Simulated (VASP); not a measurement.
Runs of VASP 6.6.1 on NiO2. The structure is that of space group P-3m1 (No. 164), or close to it. The cells are those of the table. 

```csv
task,potentials or basis,cell,cutoff (eV),smearing,second run,gap on the mesh (eV),pressure (GPa),largest force (eV/Å)
single point,"VASP PAW PBE potentials, release 64 (Ni, O)","a = 2.783, b = 2.783, c = 4.592 Å, angles 90.0, 90.0, 120.0°, 3 atoms",520,gaussian 0.02 eV,-,0.92,1.3,0.07
single point,"VASP PAW PBE potentials, release 64 (Ni, O)","a = 2.785, b = 2.785, c = 4.879 Å, angles 90.0, 90.0, 120.0°, 3 atoms",520,gaussian 0.02 eV,-,1.02,0.7,0.07
single point,"VASP PAW PBE potentials, release 64 (Ni, O)","a = 2.783, b = 2.783, c = 4.736 Å, angles 90.0, 90.0, 120.0°, 3 atoms",520,gaussian 0.02 eV,-,0.97,(b),0.07
relaxation of shape and atoms at fixed volume,"VASP PAW PBE potentials, release 64 (Ni, O)","relaxed from a = 2.754, b = 2.754, c = 4.687 Å, angles 90.0, 90.0, 120.0°, 3 atoms",600,gaussian 0.02 eV,-,(a),0.2,-
single point,"VASP PAW PBE potentials, release 64 (Ni_sv_GW, O)","a = 2.785, b = 2.785, c = 4.879 Å, angles 90.0, 90.0, 120.0°, 3 atoms",600,gaussian 0.05 eV,valence_matched,(d),(c),0.04
single point,"VASP PAW PBE potentials, release 64 (Ni, O)","a = 2.784, b = 2.784, c = 5.172 Å, angles 90.0, 90.0, 120.0°, 3 atoms",520,gaussian 0.02 eV,-,1.10,0.6,0.06
```

Alike in all rows: level PBEsol; no spin polarisation; k mesh 12 × 12 × 6.

Estimate the missing entries.

(a) 0.91; (b) 0.9; (c) -1.0; (d) 1.03.

Caveats: the PAW data sets were made with another functional, which shifts forces and pressure a little.

A k mesh can miss the band edges.

The runs don't all hold the same shells in valence.
